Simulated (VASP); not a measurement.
# Li16F (a cell with a defect) in VASP: notebook, part 3 of 4

VASP 6.6.1. Earlier steps stand in the parts before.

## (5) Single point, PBE

Input file INCAR:

```
ALGO = Normal
EDIFF = 1E-6
ENCUT = 520
GGA = PE
ISIF = 2
ISMEAR = 0
LASPH = T
LCHARG = T
LELF = T
LREAL = Auto
LVHAR = T
LWAVE = F
NBANDS = 42
NELM = 100
PREC = Accurate
SIGMA = 0.15
```

Input file KPOINTS:

```
k-points
0
Gamma
  3 3 3
```

Input file POSCAR:

```
Li16F
1.0
    6.9800000000      0.0000000000      0.0000000000
    0.0000000000      6.9800000000      0.0000000000
    0.0000000000      0.0000000000      6.9800000000
Li F
16 1
Direct
    0.0004292265      0.0177861816     -0.0240716513
    0.5003969543      0.0075767868      0.0144346335
    0.0004369701      0.4828539141     -0.0239868748
    0.0004372041     -0.0192160810      0.5036657554
    0.2461162856      0.2501162176      0.2540956602
    0.5004055094      0.4928064643      0.0143713776
    0.5001780438     -0.0042230413      0.4959564893
    0.7547183481      0.2501175133      0.2541963836
    0.0004109984      0.5197174402      0.5036281671
    0.2306017880      0.7502812397      0.2465342045
    0.2580825605      0.2502398111      0.7359087450
    0.5001795250      0.5047453783      0.4958976140
    0.7701871731      0.7502552763      0.2465807338
    0.7425294237      0.2502480799      0.7360058854
    0.2678443234      0.7502650009      0.7743085760
    0.7331962594      0.7502731902      0.7741441820
    0.0001617065      0.7501125281      0.3752948185
```

Potentials or basis: VASP PAW PBE potentials, release 64 (Li_sv, F).

Run with:

```console
cat potpaw_PBE.64/Li_sv/POTCAR potpaw_PBE.64/F/POTCAR > POTCAR
mpirun -np 1 vasp_std > vasp.out
```

OUTCAR:

```text
EDIFF = 1E-6
   ENCUT = 520
   GGA = PE
   ISIF = 2
   ISMEAR = 0
   LASPH = T
   LREAL = Auto
   NELM = 100
   PREC = Accurate

 ion  position               nearest neighbor table
   1  0.000  0.018  0.976-
   2  0.500  0.008  0.014-
   3  0.000  0.483  0.976-
   4  0.000  0.981  0.504-  17 1.84
   5  0.246  0.250  0.254-
   6  0.500  0.493  0.014-
   7  0.500  0.996  0.496-
   8  0.755  0.250  0.254-
   9  0.000  0.520  0.504-  17 1.84
  10  0.231  0.750  0.247-  17 1.84
  11  0.258  0.250  0.736-
  12  0.500  0.505  0.496-
  13  0.770  0.750  0.247-  17 1.84
  14  0.743  0.250  0.736-
  15  0.268  0.750  0.774-
  16  0.733  0.750  0.774-
  17  0.000  0.750  0.375-  13 1.84   9 1.84  10 1.84   4 1.84

  LATTYP: Found a simple cubic cell.
 ALAT       =     6.9800000000

  Lattice vectors:

[... 195 lines left out ...]

  energy without entropy =      -37.43117493  energy(sigma->0) =      -37.48604043

 E-fermi :   0.7003     XC(G=0):  -7.0335

 val. band max:        0.6117583086   @ k =  -0.3333   0.3333   0.3333
 cond. band min:       0.7349267457   @ k =   0.0000  -0.3333   0.3333
 fundamental gap:      0.1231684371
 Fermi energy:         0.7003063449

 k-point     1 :       0.0000    0.0000    0.0000
  band No.  band energies     occupation
      1     -45.9751      2.00000
      2     -45.9673      2.00000
      3     -45.9641      2.00000
      4     -45.9632      2.00000
      5     -45.9617      2.00000
      6     -45.9596      2.00000
[... 577 lines left out ...]
     38       3.9632      0.00000
     39       4.1177      0.00000
 [bands above 39 left out]

------------------------ aborting loop because EDIFF is reached ----------------------------------------

  FORCE on cell =-STRESS in cart. coord.  units (eV):
  Direction    XX          YY          ZZ          XY          YZ          ZX
  --------------------------------------------------------------------------------------
  -------------------------------------------------------------------------------------
  Total       -0.3589104     -0.3606498     -0.7191410      0.0000512     -0.0050249      0.0074146
  in kB       -1.6909485     -1.6991432     -3.3881167      0.0002412     -0.0236741      0.0349326
  external PRESSURE =      -2.2594028 kB  Pullay stress =       0.0000000 kB

 VOLUME and BASIS-vectors are now :
 -----------------------------------------------------------------------------
  energy-cutoff  :      520.00
  volume of cell :      340.07
      direct lattice vectors                 reciprocal lattice vectors
     6.980000000  0.000000000  0.000000000     0.143266476  0.000000000  0.000000000
     0.000000000  6.980000000  0.000000000     0.000000000  0.143266476  0.000000000
     0.000000000  0.000000000  6.980000000     0.000000000  0.000000000  0.143266476

 POSITION                                       TOTAL-FORCE (eV/Angst)
 -----------------------------------------------------------------------------------
      0.00300      0.12415      6.81198        -0.000902     -0.002788     -0.001373
      3.49277      0.05289      0.10075         0.001578     -0.000183     -0.006975
      0.00305      3.37032      6.81257        -0.000102      0.000881     -0.001576
      0.00305      6.84587      3.51559        -0.000992      0.011909     -0.000194
      1.71789      1.74581      1.77359        -0.007763      0.001196      0.006064
      3.49283      3.43979      0.10031         0.000846      0.000333     -0.005608
[... 9 lines left out ...]
      5.11771      5.23691      5.40353         0.002606      0.000233      0.007184
      0.00113      5.23579      2.61956         0.007067      0.004733      0.000387
 -----------------------------------------------------------------------------------
    total drift:                               -0.000963      0.003971      0.022858

  FREE ENERGIE OF THE ION-ELECTRON SYSTEM (eV)
  ---------------------------------------------------
  free  energy   TOTEN  =       -37.5409059360 eV

  energy  without entropy=      -37.4311749295  energy(sigma->0) =      -37.48604043
```

OSZICAR:

```text
N       E                     dE             d eps       ncg     rms          rms(c)
DAV:   1     0.386242442697E+03    0.38624E+03   -0.23409E+04  1184   0.130E+03
DAV:   2     0.541872112405E+02   -0.33206E+03   -0.31339E+03  1216   0.356E+02
DAV:   3    -0.165684044348E+02   -0.70756E+02   -0.69313E+02  1852   0.992E+01
DAV:   4    -0.353725144085E+02   -0.18804E+02   -0.18650E+02  2114   0.649E+01
DAV:   5    -0.386210177300E+02   -0.32485E+01   -0.32476E+01  1916   0.184E+01    0.589E+00
DAV:   6    -0.375600544237E+02    0.10610E+01   -0.54657E+00  1656   0.901E+00    0.195E+00
DAV:   7    -0.375576238741E+02    0.24305E-02   -0.47415E-01  1760   0.215E+00    0.132E+00
DAV:   8    -0.375452941898E+02    0.12330E-01   -0.12855E-01  1702   0.130E+00    0.472E-01
DAV:   9    -0.375409091241E+02    0.43851E-02   -0.51121E-02  1896   0.657E-01    0.176E-01
DAV:  10    -0.375409095302E+02   -0.40605E-06   -0.82274E-03  1800   0.284E-01    0.727E-02
DAV:  11    -0.375409857910E+02   -0.76261E-04   -0.20804E-03  1736   0.138E-01    0.629E-02
DAV:  12    -0.375409056663E+02    0.80125E-04   -0.63485E-04  1808   0.765E-02    0.837E-03
DAV:  13    -0.375409058879E+02   -0.22154E-06   -0.42238E-05  1680   0.212E-02    0.411E-03
DAV:  14    -0.375409059360E+02   -0.48095E-07   -0.26887E-06  1232   0.784E-03
   1 F= -.37540906E+02 E0= -.37486040E+02  d E =-.109731E+00
```

stdout:

```text
POSCAR found type information on POSCAR LiF
 POSCAR found :  2 types and      17 ions
 scaLAPACK will be used
 LDA part: xc-table for (Slater+PW92), standard interpolation
 POSCAR, INCAR and KPOINTS ok, starting setup
 FFT: planning ... GRIDC
 FFT: planning ... GRID_SOFT
 FFT: planning ... GRID
 WAVECAR not read
 entering main loop
```

Wall time 3.1 min (1 thread of AMD EPYC 9R45 (Zen 5), shared host); peak memory 0.38 GiB.

What came out:

- Free energy: -37.5409 eV
- Largest force: 0.018 eV/Å

Forces on the atoms (eV/Å):
```
Li  -0.001 -0.003 -0.001
Li   0.002  0.000 -0.007
Li   0.000  0.001 -0.002
Li  -0.001  0.012  0.000
Li  -0.008  0.001  0.006
Li   0.001  0.000 -0.006
Li   0.002 -0.002 -0.002
Li   0.007  0.001  0.006
Li   0.000 -0.018  0.001
Li   0.009  0.000 -0.007
Li  -0.003 -0.001  0.005
Li   0.002  0.003 -0.004
Li  -0.015  0.001 -0.009
Li   0.001 -0.001  0.005
Li  -0.005  0.001  0.006
Li   0.003  0.000  0.007
F    0.007  0.005  0.000
```

Caveat: the cutoff is under 1.25 times the usual one of these potentials, so pressure, stress and relaxed cells hold a basis-set (Pulay) error; an odd number of electrons without spin polarisation forces a metal; a magnetic or distorted state may lie lower.

## (6) Single point, PBE

Input file INCAR:

```
SYSTEM = Li16F
PREC = Accurate
ENCUT = 520
EDIFF = 1E-6
ISMEAR = 0
SIGMA = 0.15
LREAL = Auto
LASPH = .TRUE.
NELM = 80
ALGO = Normal
ISIF = 2
LWAVE = .FALSE.
LCHARG = .TRUE.
GGA = PE
LELF = .TRUE.
LVHAR = .TRUE.
NBANDS = 42
```

Input file KPOINTS:

```
regular mesh
0
G
  3 3 3
  0 0 0
```

Input file POSCAR:

```
Li16F
1.0
    6.9800000000      0.0000000000      0.0000000000
    0.0000000000      6.9800000000      0.0000000000
    0.0000000000      0.0000000000      6.9800000000
Li F
16 1
Direct
   -0.0005185131      0.0034419682      0.0199558386
    0.4997842397     -0.0045153112      0.0045965598
   -0.0006591913      0.4754696531     -0.0174425226
   -0.0005250277      0.0034711686      0.4802348915
    0.2669412202      0.2741312442      0.2501126811
    0.4994938470      0.5135472718     -0.0081581179
    0.4997911377     -0.0045089223      0.4955945332
    0.7316194573      0.2741959794      0.2501093828
   -0.0006566961      0.4754513771      0.5176853209
    0.2299549910      0.7462054271      0.2500767914
    0.2573244701      0.2359264228      0.7500846047
    0.4994983408      0.5135968608      0.5082836955
    0.7688615618      0.7459569175      0.2500832847
    0.7418880975      0.2356473614      0.7500807937
    0.2447174294      0.7543198803      0.7500330321
    0.7541111469      0.7542607633      0.7500264461
   -0.0003802510      0.8745289177      0.2500527744
```

Potentials or basis: VASP PAW PBE potentials, release 64 (Li_sv, F).

Run with:

```console
cat potpaw_PBE.64/Li_sv/POTCAR potpaw_PBE.64/F/POTCAR > POTCAR
mpirun -np 1 vasp_std > vasp.out
```

It took 3.1 min on 1 thread of AMD EPYC 9R45 (Zen 5), shared host; peak memory 0.39 GiB.

Results (log left out):

```
Free energy   : -37.5409 eV
Largest force : 0.018 eV/Å
```

Forces in eV/Å, atoms in the order of the input:
```
Li  -0.001  0.002 -0.015
Li  -0.004 -0.002  0.002
Li   0.000  0.000  0.004
Li  -0.001  0.001  0.013
Li  -0.003  0.006 -0.001
Li  -0.001  0.001  0.003
Li  -0.004 -0.002 -0.001
Li   0.006  0.006  0.001
Li   0.001  0.000 -0.004
Li   0.014 -0.012  0.001
Li  -0.002 -0.001  0.000
Li  -0.001  0.001 -0.004
Li  -0.004 -0.004  0.000
Li   0.003  0.000 -0.001
Li  -0.004  0.004  0.000
Li   0.008  0.004  0.000
F   -0.006 -0.003  0.001
```

Levels at points of the mesh, in eV from the Fermi level:
| k point | band 24 | band 25 | band 26 | band 27 | band 28 | band 29 | band 30 | band 31 |
| --- | --- | --- | --- | --- | --- | --- | --- | --- |
| (0.00, 0.00, 0.00) | -1.03 | -1.03 | -1.03 | -0.65 | 0.20 | 0.21 | 0.40 | 0.40 |

Caveat: the cutoff is under 1.25 times the usual one of these potentials, so pressure, stress and relaxed cells hold a basis-set (Pulay) error; an odd number of electrons without spin polarisation forces a metal; a magnetic or distorted state may lie lower.

[end of part 3 of 4]
